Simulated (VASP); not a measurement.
# Ba3Ca4O7 in VASP: further runs

The runs below take Ba3Ca4O7 through single point, with PBE.

Program: VASP 6.6.1. These are calculated values, not measurements. Logs are shortened: lines on timing, memory, paths and dates and some standing lists are left out, and cuts for length are marked.

## (1) The cell of the first run

The cell holds an amorphous packing of atoms, 14 atoms: a = 6.146 Å, b = 6.162 Å, c = 6.124 Å, α = 88.94°, β = 86.17°, γ = 89.12°.

## (2) Single point, PBE

INCAR reads:

```
SYSTEM = Ba3Ca4O7
PREC = Accurate ; ENCUT = 520
EDIFF = 1E-6 ; ISMEAR = -1
SIGMA = 0.293 ; LREAL = .FALSE.
LASPH = .TRUE. ; NELM = 100
ALGO = Normal ; ISIF = 2
LWAVE = .FALSE. ; LCHARG = .FALSE.
GGA = PE ; NBANDS = 69
ISYM = 0
```

KPOINTS reads:

```
Automatic mesh
0
G
  1 1 1
  0 0 0
```

POSCAR reads:

```
Ba3Ca4O7
1.0
    6.1422690000      0.0463550000      0.2046950000
    0.0463550000      6.1618090000      0.0560510000
    0.2046950000      0.0560510000      6.1205050000
Ba O Ca
3 7 4
Direct
    0.8103303086      0.8588493956      0.8163672883
    0.3118826183      0.3981428594      0.5598727363
    0.2530295771      0.9473797857      0.3341336256
    0.0660951827      0.1945454556      1.0299052414
    0.1485954844      0.5953968166      0.3289574407
    0.6327758827      0.5863192707      0.1417693735
   -0.0721750866      1.1312330703      0.5786437777
    0.5538546950     -0.1623994068      0.5806175083
    0.5415167805      0.1267930649      0.1366851828
    0.0865944367      0.6311629804      0.7579379864
    0.2867215333      0.5138548574      0.0179753888
    0.8686502430      0.3555083425      0.3212826459
    0.7843386147      0.8834686973      0.3188990947
    0.3802609974      0.0114359638      0.8581965831
```

Potentials or basis: VASP PAW PBE potentials, release 64 (Ba_sv, O, Ca_sv).

On the command line:

```bash
cat potpaw_PBE.64/Ba_sv/POTCAR potpaw_PBE.64/O/POTCAR potpaw_PBE.64/Ca_sv/POTCAR > POTCAR
mpirun -np 1 vasp_gam > vasp.out
```

OUTCAR:

```text
SYSTEM = Ba3Ca4O7
   PREC = Accurate
   ENCUT = 520
   EDIFF = 1E-6
   ISMEAR = -1
   LREAL = .FALSE.
   LASPH = .TRUE.
   NELM = 100
   ISIF = 2
   GGA = PE
   ISYM = 0

 ion  position               nearest neighbor table
   1  0.810  0.859  0.816-  10 2.20   8 2.21   7 2.29   6 2.76  14 2.79   9 2.98   4 2.99  13 3.06
                            13 3.08  14 3.67  11 3.85   3 3.92   3 4.36   2 4.39   3 4.54   2 4.58
   2  0.312  0.398  0.560-   5 2.14  10 2.29   7 2.89  11 2.90  14 3.02   8 3.12   3 3.16  12 3.19
                             6 3.33   9 3.33  11 3.39  12 3.64   3 3.65   1 4.39   1 4.58   1 4.74
   3  0.253  0.947  0.334-   5 2.27   9 2.36   8 2.54   7 2.67   4 2.69  13 2.92  14 2.99   2 3.16
                            13 3.28  11 3.32  10 3.33  14 3.39  12 3.43   2 3.65   1 3.92  11 3.96
   4  0.066  0.195  0.030-  12 2.32  11 2.40  14 2.41   3 2.69   1 2.99
   5  0.149  0.595  0.329-  11 2.10   2 2.14   3 2.27  12 2.29
   6  0.633  0.586  0.142-  12 2.33  11 2.36  13 2.38   1 2.76   2 3.33
   7  0.928  0.131  0.579-  12 2.12   1 2.29  13 2.44   3 2.67   2 2.89
   8  0.554  0.838  0.581-  13 2.09   1 2.21  14 2.23   3 2.54   2 3.12
   9  0.542  0.127  0.137-  14 2.17   3 2.36  13 2.41   1 2.98   2 3.33
  10  0.087  0.631  0.758-  11 2.18   1 2.20   2 2.29   3 3.33
  11  0.287  0.514  0.018-   5 2.10  10 2.18   6 2.36   4 2.40   2 2.90   3 3.32   2 3.39   1 3.85
                             3 3.96
  12  0.869  0.356  0.321-   7 2.12   5 2.29   4 2.32   6 2.33  13 2.96   2 3.19   3 3.43   2 3.64

  13  0.784  0.883  0.319-   8 2.09   6 2.38   9 2.41   7 2.44   3 2.92  12 2.96   1 3.06   1 3.08
                             3 3.28
  14  0.380  0.011  0.858-   9 2.17   8 2.23   4 2.41   1 2.79   3 2.99   2 3.02   3 3.39   1 3.67

IMPORTANT INFORMATION: All symmetrisations will be switched off!
NOSYMM: (Re-)initialisation of all symmetry stuff for point group C_1.

----------------------------------------------------------------------------------------

                                     Primitive cell

  volume of cell :     231.3562

  direct lattice vectors                    reciprocal lattice vectors
     6.142269000  0.046355000  0.204695000     0.162996474 -0.001176725 -0.005440500
     0.046355000  6.161809000  0.056051000    -0.001176725  0.162312019 -0.001447083
     0.204695000  0.056051000  6.120505000    -0.005440500 -0.001447083  0.163580416

  length of vectors
     6.145853667  6.162238283  6.124183473     0.163091491  0.162322735  0.163677260

  position of ions in fractional coordinates (direct lattice)
     0.810330309  0.858849396  0.816367288
     0.311882618  0.398142859  0.559872736
     0.253029577  0.947379786  0.334133626
     0.066095183  0.194545456  0.029905241
     0.148595484  0.595396817  0.328957441
     0.632775883  0.586319271  0.141769373
     0.927824913  0.131233070  0.578643778
     0.553854695  0.837600593  0.580617508
     0.541516780  0.126793065  0.136685183
     0.086594437  0.631162980  0.757937986
     0.286721533  0.513854857  0.017975389
     0.868650243  0.355508343  0.321282646
     0.784338615  0.883468697  0.318899095
     0.380260997  0.011435964  0.858196583

  ion indices of the primitive-cell ions
   primitive index   ion index
                 1           1
                 2           2
                 3           3
                 4           4
                 5           5
                 6           6
                 7           7
                 8           8
                 9           9
                10          10
                11          11
                12          12
                13          13
                14          14

----------------------------------------------------------------------------------------

 KPOINTS: Automatic mesh

Automatic generation of k-mesh.
 Grid dimensions read from file:
 generate k-points for:    1    1    1

 Generating k-lattice:

  Cartesian coordinates                     Fractional coordinates (reciprocal lattice)
     0.162996474 -0.001176725 -0.005440500     1.000000000  0.000000000  0.000000000
    -0.001176725  0.162312019 -0.001447083    -0.000000000  1.000000000  0.000000000
    -0.005440500 -0.001447083  0.163580416     0.000000000 -0.000000000  1.000000000

  Length of vectors
     0.163091491  0.162322735  0.163677260

  Shift w.r.t. Gamma in fractional coordinates (k-lattice)
     0.000000000  0.000000000  0.000000000

 Subroutine IBZKPT returns following result:
 ===========================================

 Found      1 irreducible k-points:

 Following reciprocal coordinates:
            Coordinates               Weight
  0.000000  0.000000  0.000000      1.000000
   k-points           NKPTS =      1   k-points in BZ     NKDIM =      1   number of bands    NBANDS=     69
   number of dos      NEDOS =    301   number of ions     NIONS =     14
   total plane-waves  NPLWV = 110592
[... 13 lines left out ...]
   ENCUT  =  520.0 eV  38.22 Ry    6.18 a.u.  11.43 11.46 11.39*2*pi/ulx,y,z
   NELM   =    100;   NELMIN=  2; NELMDL= -5     # of ELM steps
   EDIFF  = 0.1E-05   stopping-criterion for ELM
   LREAL  =      F    real-space projection
   EDIFFG = 0.1E-04   stopping-criterion for IOM
   NSW    =      0    number of steps for IOM
   IBRION =     -1    ionic relax: 0-MD 1-quasi-New 2-CG
   NFREE  =      0    steps in history (QN), initial steepest desc. (CG)
   ISIF   =      2    stress and relaxation
   ISYM   =      0    0-nonsym 1-usesym 2-fastsym
   POTIM  = 0.5000    time-step for ionic-motion
   TEBEG  =    0.0;   TEEND  =   0.0 temperature during run
   PSTRESS=    0.0 pullay stress
   NELECT =     112.0000    total number of electrons
   NUPDOWN=      -1.0000    fix difference up-down
   EMIN   =  10.00;   EMAX   =-10.00  energy-range for DOS
   EFERMI =   0.00;   METHOD = LEGACY
   ISMEAR =    -1;   SIGMA  =   0.29  broadening in eV -4-tet -1-fermi 0-gaus
   EFERMI_NEDOS =   21; number of points for ismear=-14 and -15
   IALGO  =     38    algorithm
   IMIX   =      4    mixing-type and parameters
     AMIX     =   0.40;   BMIX     =  1.00
     AMIX_MAG =   1.60;   BMIX_MAG =  1.00
  volume/ion in A,a.u.               =      16.53       111.52
  Fermi-wavevector in a.u.,A,eV,Ry     =   1.285446  2.429141 22.481875  1.652371
  Thomas-Fermi vector in A             =   2.417580
   LORBIT       =      0    0 simple, 1 ext, 2 COOP (PROOUT), +10 PAW based schemes
   GGA     = PE    functional components
   LHFCALC =     F    Hartree Fock is set to
   AEXX    =    0.0000 exact exchange contribution
   IVDW    =     0    specifies the selected vdW correction
   LEPSILON=     F    determine dielectric tensor
   LRPA    =     F    only Hartree local field effects (RPA)
 non-spin polarized calculation
  energy-cutoff  :      520.00
  volume of cell :      231.36
 maximum number of plane-waves:      3131
 NGX is ok and might be reduce to    48
   NGX = 23   NGY = 23   NGZ = 23

 number of electron     111.9999995 magnetization

 Free energy of the ion-electron system (eV)
  ---------------------------------------------------
  ext. energy  EPLUGINS =         0.00000000
  ---------------------------------------------------
  free energy    TOTEN  =       -72.59528126 eV

  energy without entropy =      -72.22973091  energy(sigma->0) =      -72.41250609

 E-fermi :   3.8513     XC(G=0): -10.0170

 val. band max:        2.8419867272   @ k =   0.0000   0.0000   0.0000
 cond. band min:       4.6329628762   @ k =   0.0000   0.0000   0.0000
 fundamental gap:      1.7909761490
 Fermi energy:         3.8513449678

 k-point     1 :       0.0000    0.0000    0.0000
  band No.  band energies     occupation
      1     -37.1457      2.00000
      2     -36.2526      2.00000
      3     -35.7987      2.00000
      4     -35.5587      2.00000
      5     -24.1058      2.00000
      6     -23.1184      2.00000
[... 60 lines left out ...]
     67       7.9746      0.00000
     68       8.3139      0.00000
 [bands above 68 left out]

------------------------ aborting loop because EDIFF is reached ----------------------------------------

  FORCE on cell =-STRESS in cart. coord.  units (eV):
  Direction    XX          YY          ZZ          XY          YZ          ZX
  --------------------------------------------------------------------------------------
  -------------------------------------------------------------------------------------
  Total       24.9051404     28.6013357     33.9777378     -2.7759208     -2.6541808     -0.0698632
  in kB      172.4719517    198.0686762    235.3010928    -19.2236813    -18.3806125     -0.4838133
  external PRESSURE =     201.9472402 kB  Pullay stress =       0.0000000 kB

 VOLUME and BASIS-vectors are now :
 -----------------------------------------------------------------------------
  energy-cutoff  :      520.00
  volume of cell :      231.36
      direct lattice vectors                 reciprocal lattice vectors
     6.142269000  0.046355000  0.204695000     0.162996474 -0.001176725 -0.005440500
     0.046355000  6.161809000  0.056051000    -0.001176725  0.162312019 -0.001447083
     0.204695000  0.056051000  6.120505000    -0.005440500 -0.001447083  0.163580416

 POSITION                                       TOTAL-FORCE (eV/Angst)
 -----------------------------------------------------------------------------------
      5.18419      5.37539      5.21059         1.156310      0.354000      4.827351
      2.04873      2.49912      3.51286         2.344319     -0.445474      0.302495
      1.66649      5.86803      2.14996         0.175119      0.533042      0.965365
      0.42111      1.20349      0.20747         1.335759     -0.450947      0.579864
      1.00765      3.69405      2.07718        -2.638331     -0.360337     -2.149501
      3.94288      3.65007      1.03009        -0.427592      0.881662      0.659394
      5.82348      0.88408      3.73887         1.029723      0.903915     -2.239817
      3.55960      5.21935      3.71399        -2.645325     -0.383594     -1.507602
      3.36000      0.81404      0.95454         1.025359     -0.326073      0.080008
      0.71629      3.93560      4.69207         2.250345      0.076257      1.275011
      1.78862      3.18057      0.19751         0.708675     -1.598089      0.745409
      5.41773      2.24885      2.16415        -1.779948      1.011717     -2.708264
      4.92385      5.49800      2.16189        -1.079250     -0.253931     -1.554905
      2.51186      0.13620      5.33107        -1.455165      0.057851      0.725193
 -----------------------------------------------------------------------------------
    total drift:                               -0.001792     -0.000137      0.001034

  FREE ENERGIE OF THE ION-ELECTRON SYSTEM (eV)
  ---------------------------------------------------
  free  energy   TOTEN  =       -72.5952812630 eV

  energy  without entropy=      -72.2297309136  energy(sigma->0) =      -72.41250609
```

It took 73 s on 1 thread of Intel Xeon 8259CL, shared host; peak memory 0.31 GiB.

Results:

* Free energy: -72.5953 eV
* Pressure: 20.2 GPa
* Largest force: 4.977 eV/Å
* Band gap on the k mesh: 1.79 eV

Forces in eV/Å, atoms in the order of the input:
```
Ba   1.156  0.354  4.827
Ba   2.344 -0.445  0.302
Ba   0.175  0.533  0.965
O    1.336 -0.451  0.580
O   -2.638 -0.360 -2.150
O   -0.428  0.882  0.659
O    1.030  0.904 -2.240
O   -2.645 -0.384 -1.508
O    1.025 -0.326  0.080
O    2.250  0.076  1.275
Ca   0.709 -1.598  0.745
Ca  -1.780  1.012 -2.708
Ca  -1.079 -0.254 -1.555
Ca  -1.455  0.058  0.725
```

Caveat: the k points lie up to 1.03 Å⁻¹ apart; spin-orbit coupling is left out, which moves the levels of the heavy elements.

## (3) Single point, PBE

INCAR reads:

```
PREC = Accurate
ENCUT = 520
EDIFF = 1E-6
ISMEAR = -1
SIGMA = 0.2111
LREAL = F
LASPH = T
NELM = 80
ALGO = Normal
ISIF = 2
LWAVE = F
LCHARG = T
GGA = PE
LELF = T
LVHAR = T
NBANDS = 69
ISYM = 0
```

KPOINTS reads:

```
Automatic mesh
0
Gamma
  1 1 1
```

POSCAR reads:

```
Ba3Ca4O7
1.0
    6.1422690000      0.0463550000      0.2046950000
    0.0463550000      6.1618090000      0.0560510000
    0.2046950000      0.0560510000      6.1205050000
Ba O Ca
3 7 4
Direct
    0.8473740618      0.8732117591      0.8002337020
    0.2873701214      0.3707719382      0.6466805656
    0.2366059986      0.9344673043      0.2882389784
    0.0972311277      0.1614844558      0.0110342054
    0.0007936723      0.5985999565      0.4361315632
    0.5663938845      0.6790446623      0.2796613795
    0.8834998285      0.1791516184      0.5092738876
    0.4440210958      0.9868759791      0.5630784905
    0.5734805697      0.1839309813      0.0655069932
    0.2818801638      0.6290787638      0.8780442212
    0.2963461529      0.4754493447      0.1796368131
    0.8055361592      0.3909297974      0.2685345033
    0.7488700953      0.9498804204      0.2852474246
    0.3923756151     -0.0471337745      0.8708630364
```

Potentials or basis: VASP PAW PBE potentials, release 64 (Ba_sv, O, Ca_sv).

On the command line:

```bash
cat potpaw_PBE.64/Ba_sv/POTCAR potpaw_PBE.64/O/POTCAR potpaw_PBE.64/Ca_sv/POTCAR > POTCAR
mpirun -np 1 vasp_gam > vasp.out
```

Run time: 72 s. Hardware: 1 thread of Intel Xeon 8259CL, shared host; peak memory 0.31 GiB.

The run converged. Its results:

| Property | Result |
| --- | --- |
| Free energy | -74.9677 eV |
| Pressure | 19.5 GPa |
| Largest force | 3.686 eV/Å |
| Band gap on the k mesh | 2.95 eV |

Forces in eV/Å, atoms in the order of the input:
```
Ba   1.191  0.558 -1.217
Ba  -0.878 -0.830 -1.300
Ba  -2.235 -0.873  2.008
O   -0.848  0.258 -1.195
O    1.470  2.020 -0.300
O   -0.527 -2.251 -1.335
O    1.100 -2.430  1.377
O    2.720  0.878 -1.074
O   -0.096 -0.371  0.418
O   -0.760  2.734  2.352
Ca   0.360 -1.611 -1.011
Ca  -0.901  1.275 -1.459
Ca   0.314  0.264  1.239
Ca  -0.911  0.380  1.498
```

Stress tensor (GPa, compression positive):
```
15.72  3.09  4.17
 3.09 17.78 -0.69
 4.17 -0.69 25.09
```

Levels at points of the mesh, in eV from the valence-band top:
| k point | band 52 | band 53 | band 54 | band 55 | band 56 | band 57 | band 58 | band 59 | band 60 | band 61 |
| --- | --- | --- | --- | --- | --- | --- | --- | --- | --- | --- |
| (0.00, 0.00, 0.00) | -0.59 | -0.50 | -0.33 | -0.16 | 0.00 | 2.95 | 3.48 | 3.65 | 3.88 | 4.32 |

Caveat: the k points lie up to 1.03 Å⁻¹ apart; spin-orbit coupling is left out, which moves the levels of the heavy elements.

## (4) Single point, PBE

INCAR reads:

```
ALGO     = Normal         # electronic algorithm
EDIFF    = 1E-7           # SCF threshold, eV
ENCUT    = 520            # plane-wave cutoff, eV
GGA      = PE             # functional
ISIF     = 2              # what is computed and relaxed
ISMEAR   = -1             # smearing method
ISYM     = 0            
LASPH    = True           # aspherical terms in the spheres
LCHARG   = False          # write CHGCAR
LREAL    = False          # projectors in reciprocal space
LWAVE    = False          # write WAVECAR
NBANDS   = 69             # bands
NELM     = 100            # most SCF steps
PREC     = Accurate       # precision mode
SIGMA    = 0.2111         # smearing width, eV
```

KPOINTS reads:

```
k-points
0
Gamma
  1 1 1
```

POSCAR reads:

```
Ba3Ca4O7
1.0
    6.1422690000      0.0463550000      0.2046950000
    0.0463550000      6.1618090000      0.0560510000
    0.2046950000      0.0560510000      6.1205050000
Ba O Ca
3 7 4
Direct
    0.9263193024      0.9216722287      0.7495715501
    0.2684879482      0.4330364016      0.6889733341
    0.3367108398      0.8910660062      0.2497231575
    0.1832000775      0.0997287790     -0.0835833052
    0.0881340140      0.6455728520      0.4209904908
    0.5844139195      0.6163363401      0.2418633960
    0.9945081172      0.1640642561      0.4629884618
    0.5904019927      1.0690059863      0.4782645892
    0.6222556994      0.1149166538      0.0178028081
    0.1476823185      0.5994292457      1.0115192389
    0.3000180373      0.3575914689      0.2599299320
    0.7851560919      0.3270666371      0.2753018030
    0.8495614134      0.8341267771      0.2652352031
    0.4522954883     -0.1186593073      0.7764327205
```

On the command line:

```bash
cat potpaw_PBE.64/Ba_sv/POTCAR potpaw_PBE.64/O/POTCAR potpaw_PBE.64/Ca_sv/POTCAR > POTCAR
mpirun -np 1 vasp_gam > vasp.out
```

Run time: 76 s. Hardware: 1 thread of Intel Xeon 8259CL, shared host; peak memory 0.31 GiB.

It converged, with:

```yaml
Free_energy: -74.6773 eV
Pressure: 17.5 GPa
Largest_force: 3.565 eV/Å
Band_gap_on_the_k_mesh: 1.90 eV
```

Forces on the atoms (eV/Å):
```
Ba  -1.217 -0.536  1.290
Ba   0.257 -1.817  2.532
Ba  -1.152  2.209 -0.249
O    0.881  0.153  0.055
O   -1.039 -1.224  1.478
O    0.605 -1.659  0.660
O    3.187  0.576 -0.633
O   -1.244 -0.659  1.328
O    0.809 -0.647 -0.923
O    0.153 -0.001 -0.534
Ca  -0.669  0.329 -3.486
Ca  -0.226 -0.397 -1.324
Ca  -0.395  0.839 -0.860
Ca   0.050  2.836  0.666
```

Stress tensor (GPa, compression positive):
```
18.93  0.54  3.04
 0.54 12.55 -1.20
 3.04 -1.20 20.97
```

Levels at points of the mesh, in eV from the valence-band top:
```csv
k point,band 54,band 55,band 56,band 57,band 58,band 59
"(0.00, 0.00, 0.00)",-0.34,-0.09,0.00,1.90,2.86,3.58
```

Caveat: the k points lie up to 1.03 Å⁻¹ apart; spin-orbit coupling is left out, which moves the levels of the heavy elements.

## (5) Single point, PBE

INCAR reads:

```
  ALGO = Normal
  EDIFF = 1E-7
  ENCUT = 520
  GGA = PE
  ISIF = 2
  ISMEAR = -1
  ISYM = 0
  LASPH = True
  LCHARG = False
  LREAL = False
  LWAVE = False
  NBANDS = 69
  NELM = 80
  PREC = Accurate
  SIGMA = 0.2111
```

KPOINTS is that of step 4.

POSCAR reads:

```
Ba3Ca4O7
1.0
    6.1422690000      0.0463550000      0.2046950000
    0.0463550000      6.1618090000      0.0560510000
    0.2046950000      0.0560510000      6.1205050000
Ba O Ca
3 7 4
Direct
    0.9049925301      0.8688504992      0.7577071851
    0.2985836560      0.3392346065      0.6576743226
    0.3276503446      0.8728545405      0.3122121856
    0.1082581625      0.1349042706      0.0317094057
    0.1049762655      0.5991454296      0.5383333864
    0.5950175428      0.7216654828      0.0536671095
    1.0038361352      0.2331068045      0.4729366111
    0.5185638127      1.0067942970      0.5456782983
    0.5695514335      0.1843277066      0.0280337843
    0.0723645646      0.6217815355      1.0344057980
    0.3111812003      0.3979618026      0.1748154127
    0.8393063666      0.3798514400      0.1590146777
    0.8450406280      0.8876169162      0.2668148450
    0.4006283983     -0.0590320793      0.8815947666
```

On the command line:

```bash
cat potpaw_PBE.64/Ba_sv/POTCAR potpaw_PBE.64/O/POTCAR potpaw_PBE.64/Ca_sv/POTCAR > POTCAR
mpirun -np 1 vasp_gam > vasp.out
```

Wall time 67 s (1 thread of Intel Xeon 8259CL, shared host); peak memory 0.31 GiB.

Results (log left out):

```
Free energy            : -73.8089 eV
Pressure               : 19.1 GPa
Largest force          : 4.795 eV/Å
Band gap on the k mesh : 1.63 eV
```

Forces on the atoms (eV/Å):
```
Ba  -0.654  0.906  0.291
Ba   1.187  0.100  3.149
Ba  -3.874 -0.344 -1.286
O   -0.513 -0.710 -0.250
O   -1.090  4.192 -2.058
O    1.607 -1.998  1.138
O   -0.934 -2.734 -1.651
O    3.977  0.020  2.020
O    0.763  0.940  1.106
O    0.169  0.608  0.479
Ca  -0.740 -0.403 -0.844
Ca   0.142 -0.546 -0.210
Ca   0.352  0.586 -0.795
Ca  -0.393 -0.617 -1.090
```

Stress tensor (GPa, compression positive):
```
15.81  0.12  3.86
 0.12 17.78  0.53
 3.86  0.53 23.69
```

Levels at points of the mesh, in eV from the valence-band top:
```tsv
k point	band 54	band 55	band 56	band 57	band 58	band 59
(0.00, 0.00, 0.00)	-0.47	-0.34	0.00	1.63	2.78	3.26
```

Caveat: the k points lie up to 1.03 Å⁻¹ apart; spin-orbit coupling is left out, which moves the levels of the heavy elements.
